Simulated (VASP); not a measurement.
Set up this calculation in VASP 6.6.1, as the native input.

```yaml
Task: single point
Functional: PBEsol
Potentials_or_basis: VASP PAW PBE potentials, release 64 (N, Ga_d)
Cutoff: 520 eV
k_mesh: 8 × 8 × 1
Occupations: gaussian, width 0.05 eV
Spin: no spin polarisation
Dipole_correction: yes
Further_INCAR_settings: ALGO = Normal; EDIFF = 1e-06; NBANDS = 58
```

The structure of Ga5N6 lies in POSCAR:

```
Ga5N6
1.0
    3.1807290383      0.0000000000      0.0000000000
    0.0000000000      3.1807290383      0.0000000000
    0.0000000000      0.0000000000     18.2455753606
N Ga
6 5
Direct
    0.0000000000      0.5000000000      0.1918273297
    0.5000000000      0.0000000000      0.3150963978
    0.0000000000      0.5000000000      0.4383654659
    0.5000000000      0.0000000000      0.5616345341
    0.0000000000      0.5000000000      0.6849036022
    0.5000000000      0.0000000000      0.8081726703
    0.5000000000      0.5000000000      0.2534618637
    0.0000000000      0.0000000000      0.3767309319
    0.5000000000      0.5000000000      0.5000000000
    0.0000000000      0.0000000000      0.6232690681
    0.5000000000      0.5000000000      0.7465381363
```

One way to write it, as run:

INCAR

```
SYSTEM = Ga5N6
PREC = Accurate
ENCUT = 520
EDIFF = 1E-6
ISMEAR = 0
SIGMA = 0.05
LREAL = .False.
LASPH = .True.
NELM = 60
ALGO = Normal
ISIF = 2
LWAVE = .False.
LCHARG = .False.
LDIPOL = .True.
IDIPOL = 3
DIPOL = 0.5 0.5 0.500
GGA = PS
NBANDS = 58
```

KPOINTS

```
regular mesh
0
Gamma
  8 8 1
  0 0 0
```

Potentials or basis: VASP PAW PBE potentials, release 64 (N, Ga_d).

The run is started by

```console
$ cat potpaw_PBE.64/N/POTCAR potpaw_PBE.64/Ga_d/POTCAR > POTCAR
$ mpirun -np 1 vasp_std > vasp.out
```

Results of the run:

| Quantity | Value |
| --- | --- |
| Largest force | 1.740 eV/Å |

Caveat: the PAW data sets were made with another functional, which shifts forces and pressure a little.

It took 3.7 min on 1 thread of Intel(R) Xeon(R) Platinum 8488C (Sapphire Rapids), with other jobs on the host, peak memory 0.33 GiB.
